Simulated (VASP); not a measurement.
**BaS: electric field gradients with PBE**

BaS:

```xyz
2
Lattice="-0.0319 3.1778 3.1778 3.1778 -0.0319 3.1778 3.1778 3.1778 -0.0319" Properties=species:S:1:pos:R:3 pbc="T T T"
Ba    0.0000    0.0000    0.0000
S     3.1618    3.1618    3.1618
```

This cell differs from its parent crystal: equal xy, yz and zx shear strains of -1 %.

- Program: VASP 6.6.1
- Task: electric field gradients
- Functional: PBE
- Potentials or basis: VASP PAW PBE potentials, release 64 (Ba_sv, S)
- Cutoff: 520 eV
- k mesh: 8 × 8 × 8
- Occupations: fermi-dirac, width 0.02 eV
- Spin: no spin polarisation
- Dipole correction: no
- Further INCAR settings: ALGO = Normal; EDIFF = 1e-08; NBANDS = 15

```yaml
Pressure: 1.4 GPa
Band_gap_on_the_k_mesh: 2.08 eV, indirect (least direct gap 2.23 eV)
```

Stress tensor (GPa, compression positive):
```
1.43 0.18 0.18
0.18 1.43 0.18
0.18 0.18 1.43
```

Levels at points of the mesh, in eV from the valence-band top:
```
           k point  band 4  band 5  band 6  band 7  band 8  band 9  band 10  band 11  band 12  band 13
(0.00, 0.00, 0.00)  -11.15  -10.38   -0.03   -0.03    0.00    3.57     3.80     3.80     3.94     4.77
(0.50, 0.00, 0.00)  -11.19   -9.14   -1.96   -1.13   -1.07    5.50     5.67     6.20     6.35     8.88
(0.50, 0.50, 0.00)  -11.34  -10.29   -0.55   -0.17   -0.15    2.08     5.91     6.00     7.43     7.48
(0.50, 0.50, 0.50)  -11.20   -9.16   -1.96   -1.15   -1.15    5.55     5.67     6.34     6.34     8.93
```

Electric field gradients, principal values (V/Å²):
```tsv
atom	least	middle	greatest (by size)
1 Ba	-3.587	-3.587	7.175
2 S	0.692	0.692	-1.384
```

Run time: 69 s on 1 thread of Intel(R) Xeon(R) Platinum 8259CL CPU @ 2.50GHz (Skylake/Cascade Lake), with other jobs on the host, peak memory 0.24 GiB.

Caveat: the cell differs from its parent crystal (equal xy, yz and zx shear strains of -1 %); without QUAD_EFG the Cq values of the log hold for a quadrupole moment of 1 mb, not for the nuclei; spin-orbit coupling is left out, which moves the levels of the heavy elements. A k mesh can miss the band edges.
